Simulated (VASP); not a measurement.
BiTe: relaxation of the atoms with r2SCAN

BiTe:

```
CELL_PARAMETERS angstrom
0.00000 3.23745 3.23745
3.23745 0.00000 3.23745
3.23745 3.23745 0.00000
ATOMIC_POSITIONS crystal
Bi 0.00000 0.00000 0.00000
Te 0.50000 0.50000 0.50000
```

```json
{
  "Program": "VASP 6.6.1",
  "Task": "relaxation of the atoms",
  "Functional": "r2SCAN",
  "Potentials or basis": "VASP PAW PBE potentials, release 64 (Bi_d, Te)",
  "Cutoff": "520 eV",
  "k mesh": "9 × 9 × 9",
  "Occupations": "fermi-dirac, width 0.1 eV",
  "Spin": "no spin polarisation",
  "Dipole correction": "no",
  "Further INCAR settings": "ALGO = Normal; EDIFF = 1e-06; IBRION = 2; EDIFFG = -0.01; NSW = 50"
}
```

The pressure after relaxing is -0.1 GPa.

Final structure:
```
Bi Te
1.0
     0.00000    3.23745    3.23745
     3.23745    0.00000    3.23745
     3.23745    3.23745    0.00000
Bi Te
1 1
Direct
  0.00000 0.00000 0.00000
  0.50000 0.50000 0.50000
```

Levels at points of the mesh, in eV from the Fermi level:
| k point | band 7 | band 8 | band 9 | band 10 | band 11 | band 12 | band 13 | band 14 |
| --- | --- | --- | --- | --- | --- | --- | --- | --- |
| (0.00, 0.00, 0.00) | -8.32 | -2.79 | -2.79 | -2.79 | 2.24 | 2.24 | 2.24 | 5.01 |

It took 52 s on 1 thread of Intel(R) Xeon(R) 6975P-C (Granite Rapids), with other jobs on the host, peak memory 0.24 GiB.

Caveat: the relaxation stopped at its first step, so nothing moved; the PAW data sets were made with another functional, which shifts forces and pressure a little; spin-orbit coupling is left out, which moves the levels of the heavy elements.
